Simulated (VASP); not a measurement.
# Ge (Im-3m) in VASP: relaxation of cell and atoms with PBE

Aim: the relaxation of cell and atoms of Ge with PBE.

Everything below comes from runs of VASP 6.6.1. Logs are shortened: lines on timing, memory, paths and dates and some standing lists are left out, and cuts for length are marked.

### Step 1. The cell of the first run

The structure is cubic, space group Im-3m (No. 229). The conventional cell has a = 7.094 Å, b = 7.094 Å, c = 7.094 Å, α = 90.00°, β = 90.00°, γ = 90.00°. Within 3.3 Å of Ge (site symmetry -4m2) lie 4 Ge at 2.51 Å.

The cell was generated, and may not be a known phase.

### Step 2. Relaxation of cell and atoms, PBE

The input, INCAR:

```
SYSTEM = Ge
ALGO = Normal
EDIFF = 1E-6
EDIFFG = -0.01
ENCUT = 600
GGA = PE
IBRION = 2
ISIF = 3
ISMEAR = 0
LASPH = .TRUE.
LCHARG = .FALSE.
LREAL = .FALSE.
LWAVE = .FALSE.
NELM = 80
NSW = 100
PREC = Accurate
SIGMA = 0.1
```

The input, KPOINTS:

```
k-points
0
G
  8 8 8
  0 0 0
```

The input, POSCAR:

```
Ge
1.0
   -3.5469390305      3.5469390305      3.5469390305
    3.5469390305     -3.5469390305      3.5469390305
    3.5469390305      3.5469390305     -3.5469390305
Ge
6
Direct
    0.5000000000      0.7500000000      0.2500000000
    0.7500000000      0.2500000000      0.5000000000
    0.7500000000      0.5000000000      0.2500000000
    0.5000000000      0.2500000000      0.7500000000
    0.2500000000      0.7500000000      0.5000000000
    0.2500000000      0.5000000000      0.7500000000
```

Potentials or basis: VASP PAW PBE potentials, release 64 (Ge_d).

Command:

```console
$ cat potpaw_PBE.64/Ge_d/POTCAR > POTCAR
$ mpirun -np 1 vasp_std > vasp.out
```

OUTCAR:

```text
SYSTEM = Ge
   EDIFF = 1E-6
   EDIFFG = -0.01
   ENCUT = 600
   GGA = PE
   IBRION = 2
   ISIF = 3
   ISMEAR = 0
   LASPH = .TRUE.
   LREAL = .FALSE.
   NELM = 80
   NSW = 100
   PREC = Accurate

 ion  position               nearest neighbor table
   1  0.500  0.750  0.250-   2 2.51   3 2.51   5 2.51   6 2.51
   2  0.750  0.250  0.500-   3 2.51   4 2.51   6 2.51   1 2.51
   3  0.750  0.500  0.250-   1 2.51   2 2.51   5 2.51   4 2.51
   4  0.500  0.250  0.750-   2 2.51   3 2.51   6 2.51   5 2.51
   5  0.250  0.750  0.500-   1 2.51   4 2.51   6 2.51   3 2.51
   6  0.250  0.500  0.750-   1 2.51   4 2.51   5 2.51   2 2.51

  LATTYP: Found a body centered cubic cell.
 ALAT       =     7.0938780610

  Lattice vectors:

 A1 = (  -3.5469390305,   3.5469390305,   3.5469390305)
 A2 = (   3.5469390305,  -3.5469390305,   3.5469390305)
 A3 = (   3.5469390305,   3.5469390305,  -3.5469390305)

Analysis of symmetry for initial positions (statically):
=====================================================================
 Subroutine PRICEL returns:
 Original cell was already a primitive cell.

 Routine SETGRP: Setting up the symmetry group for a
 body centered cubic supercell.

 Subroutine GETGRP returns: Found 48 space group operations
 (whereof 48 operations were pure point group operations)
 out of a pool of 48 trial point group operations.

The static configuration has the point symmetry O_h .

Analysis of symmetry for dynamics (positions and initial velocities):
=====================================================================
 Subroutine PRICEL returns:
 Original cell was already a primitive cell.

 Routine SETGRP: Setting up the symmetry group for a
 body centered cubic supercell.

 Subroutine GETGRP returns: Found 48 space group operations
 (whereof 48 operations were pure point group operations)
 out of a pool of 48 trial point group operations.

The dynamic configuration has the point symmetry O_h .

 Subroutine INISYM returns: Found 48 space group operations
 (whereof 48 operations are pure point group operations),
 and found     1 'primitive' translations

----------------------------------------------------------------------------------------

                                     Primitive cell

  volume of cell :     178.4930

  direct lattice vectors                    reciprocal lattice vectors
    -3.546939030  3.546939030  3.546939030     0.000000000  0.140966618  0.140966618
     3.546939030 -3.546939030  3.546939030     0.140966618  0.000000000  0.140966618
     3.546939030  3.546939030 -3.546939030     0.140966618  0.140966618  0.000000000

  length of vectors
     6.143478612  6.143478612  6.143478612     0.199356903  0.199356903  0.199356903

  position of ions in fractional coordinates (direct lattice)
     0.500000000  0.750000000  0.250000000
     0.750000000  0.250000000  0.500000000
     0.750000000  0.500000000  0.250000000
     0.500000000  0.250000000  0.750000000
     0.250000000  0.750000000  0.500000000
     0.250000000  0.500000000  0.750000000

  ion indices of the primitive-cell ions
   primitive index   ion index
                 1           1
                 2           2
                 3           3
                 4           4
                 5           5
                 6           6

----------------------------------------------------------------------------------------

 KPOINTS: k-points
[... 75 lines left out ...]
   ISYM   =      2    0-nonsym 1-usesym 2-fastsym
   POTIM  = 0.5000    time-step for ionic-motion
   TEBEG  =    0.0;   TEEND  =   0.0 temperature during run
   PSTRESS=    0.0 pullay stress
   NELECT =      84.0000    total number of electrons
   NUPDOWN=      -1.0000    fix difference up-down
   EMIN   =  10.00;   EMAX   =-10.00  energy-range for DOS
   EFERMI =   0.00;   METHOD = LEGACY
   ISMEAR =     0;   SIGMA  =   0.10  broadening in eV -4-tet -1-fermi 0-gaus
   EFERMI_NEDOS =   21; number of points for ismear=-14 and -15
   IALGO  =     38    algorithm
   IMIX   =      4    mixing-type and parameters
     AMIX     =   0.40;   BMIX     =  1.00
     AMIX_MAG =   1.60;   BMIX_MAG =  1.00
  volume/ion in A,a.u.               =      29.75       200.76
  Fermi-wavevector in a.u.,A,eV,Ry     =   1.273388  2.406355 22.062090  1.621518
  Thomas-Fermi vector in A             =   2.406214
   LORBIT       =      0    0 simple, 1 ext, 2 COOP (PROOUT), +10 PAW based schemes
   GGA     = PE    functional components
   LHFCALC =     F    Hartree Fock is set to
   AEXX    =    0.0000 exact exchange contribution
   IVDW    =     0    specifies the selected vdW correction
   LEPSILON=     F    determine dielectric tensor
   LRPA    =     F    only Hartree local field effects (RPA)
 conjugate gradient relaxation of ions
 non-spin polarized calculation
 Gauss-broadening in eV      SIGMA  =   0.10
  energy-cutoff  :      600.00
  volume of cell :      178.49
 maximum number of plane-waves:      5993
 NGX is ok and might be reduce to    50
   NGX = 25   NGY = 25   NGZ = 25

--------------------------------------- Ionic step        1  -------------------------------------------

 number of electron      83.9999937 magnetization

 Free energy of the ion-electron system (eV)
  ---------------------------------------------------
  ext. energy  EPLUGINS =         0.00000000
  ---------------------------------------------------
  free energy    TOTEN  =       -26.02745057 eV

  energy without entropy =      -26.02566279  energy(sigma->0) =      -26.02655668

------------------------ aborting loop because EDIFF is reached ----------------------------------------

  FORCE on cell =-STRESS in cart. coord.  units (eV):
  Direction    XX          YY          ZZ          XY          YZ          ZX
  --------------------------------------------------------------------------------------
  -------------------------------------------------------------------------------------
  Total        0.2576460      0.2576460      0.2576460      0.0000000     -0.0000000      0.0000000
  in kB        2.3126653      2.3126653      2.3126653      0.0000000     -0.0000000      0.0000000
  external PRESSURE =       2.3126653 kB  Pullay stress =       0.0000000 kB

 VOLUME and BASIS-vectors are now :
 -----------------------------------------------------------------------------
  energy-cutoff  :      600.00
  volume of cell :      178.49
      direct lattice vectors                 reciprocal lattice vectors
    -3.546939030  3.546939030  3.546939030     0.000000000  0.140966618  0.140966618
     3.546939030 -3.546939030  3.546939030     0.140966618  0.000000000  0.140966618
     3.546939030  3.546939030 -3.546939030     0.140966618  0.140966618  0.000000000

 POSITION                                       TOTAL-FORCE (eV/Angst)
 -----------------------------------------------------------------------------------
      1.77347     -0.00000      3.54694         0.000000     -0.000000     -0.000000
     -0.00000      3.54694      1.77347        -0.000000     -0.000000      0.000000
     -0.00000      1.77347      3.54694        -0.000000     -0.000000      0.000000
      1.77347      3.54694      0.00000         0.000000      0.000000      0.000000
      3.54694     -0.00000      1.77347         0.000000     -0.000000     -0.000000
      3.54694      1.77347      0.00000         0.000000     -0.000000     -0.000000
 -----------------------------------------------------------------------------------
    total drift:                               -0.000000      0.000000     -0.000000

  FREE ENERGIE OF THE ION-ELECTRON SYSTEM (eV)
  ---------------------------------------------------
  free  energy   TOTEN  =       -26.0274505670 eV

  energy  without entropy=      -26.0256627850  energy(sigma->0) =      -26.02655668

--------------------------------------- Ionic step        2  -------------------------------------------

 number of electron      83.9999935 magnetization

 Free energy of the ion-electron system (eV)
  ---------------------------------------------------
  ext. energy  EPLUGINS =         0.00000000
  ---------------------------------------------------
  free energy    TOTEN  =       -26.02820217 eV

  energy without entropy =      -26.02647035  energy(sigma->0) =      -26.02733626

 E-fermi :   2.7332     XC(G=0):  -8.2427

 val. band max:        2.7212347643   @ k =   0.5000   0.5000   0.5000
 cond. band min:       2.8117880400   @ k =  -0.3750   0.3750   0.3750
 fundamental gap:      0.0905532758
 Fermi energy:         2.7331589382

 k-point     1 :       0.0000    0.0000    0.0000
  band No.  band energies     occupation
      1     -21.9481      2.00000
      2     -21.9481      2.00000
      3     -21.9481      2.00000
      4     -21.9323      2.00000
      5     -21.9146      2.00000
      6     -21.9146      2.00000
[... 1261 lines left out ...]
     49       7.4498      0.00000
     50       7.4988      0.00000

 [... further k-points ...]

------------------------ aborting loop because EDIFF is reached ----------------------------------------

  FORCE on cell =-STRESS in cart. coord.  units (eV):
  Direction    XX          YY          ZZ          XY          YZ          ZX
  --------------------------------------------------------------------------------------
  -------------------------------------------------------------------------------------
  Total        0.0474046      0.0474046      0.0474046      0.0000000      0.0000000     -0.0000000
  in kB        0.4228765      0.4228765      0.4228765      0.0000000      0.0000000     -0.0000000
  external PRESSURE =       0.4228765 kB  Pullay stress =       0.0000000 kB

 VOLUME and BASIS-vectors are now :
 -----------------------------------------------------------------------------
  energy-cutoff  :      600.00
  volume of cell :      179.60
      direct lattice vectors                 reciprocal lattice vectors
    -3.554286825  3.554286825  3.554286825     0.000000000  0.140675197  0.140675197
     3.554286825 -3.554286825  3.554286825     0.140675197  0.000000000  0.140675197
     3.554286825  3.554286825 -3.554286825     0.140675197  0.140675197  0.000000000

 POSITION                                       TOTAL-FORCE (eV/Angst)
 -----------------------------------------------------------------------------------
      1.77714     -0.00000      3.55429         0.000000     -0.000000     -0.000000
     -0.00000      3.55429      1.77714        -0.000000      0.000000     -0.000000
     -0.00000      1.77714      3.55429        -0.000000      0.000000     -0.000000
      1.77714      3.55429      0.00000         0.000000      0.000000      0.000000
      3.55429     -0.00000      1.77714         0.000000     -0.000000      0.000000
      3.55429      1.77714      0.00000         0.000000      0.000000     -0.000000
 -----------------------------------------------------------------------------------
    total drift:                               -0.000000      0.000000     -0.000000

  FREE ENERGIE OF THE ION-ELECTRON SYSTEM (eV)
  ---------------------------------------------------
  free  energy   TOTEN  =       -26.0282021737 eV

  energy  without entropy=      -26.0264703486  energy(sigma->0) =      -26.02733626

 reached required accuracy - stopping structural energy minimisation
```

Wall time 5 min (1 thread of AMD EPYC 9R45 (Zen 5), shared host); peak memory 0.45 GiB.

What came out:

- Free energy: -26.0282 eV
- Relaxed volume: 29.93 Å³/atom
- Relaxed cell: a = 6.156 Å, b = 6.156 Å, c = 6.156 Å, α = 109.47°, β = 109.47°, γ = 109.47°
- Space group after relaxing (to 0.1 Å): Im-3m (No. 229)
- Energy gained by relaxing: 0.1 meV/atom
- Ionic steps: 2
- Pressure after relaxing: 0.0 GPa
- Band gap on the k mesh: zero (filled and empty bands touch)

The path:
| step | energy change (eV) | largest force (eV/Å) | pressure (GPa) | volume (Å³) |
| --- | --- | --- | --- | --- |
| 1 | 0.0000 | 0.0000 | 0.23 | 178.49 |
| 2 | -0.0008 | 0.0000 | 0.04 | 179.60 |

Final structure:
```
Ge
1.0
    -3.55429    3.55429    3.55429
     3.55429   -3.55429    3.55429
     3.55429    3.55429   -3.55429
Ge
6
Direct
  0.50000 0.75000 0.25000
  0.75000 0.25000 0.50000
  0.75000 0.50000 0.25000
  0.50000 0.25000 0.75000
  0.25000 0.75000 0.50000
  0.25000 0.50000 0.75000
```

Caveat: semilocal functionals underestimate gaps, and a narrow one can read as zero.

The gap in the log of VASP goes by the Fermi energy; the results here count the filled bands.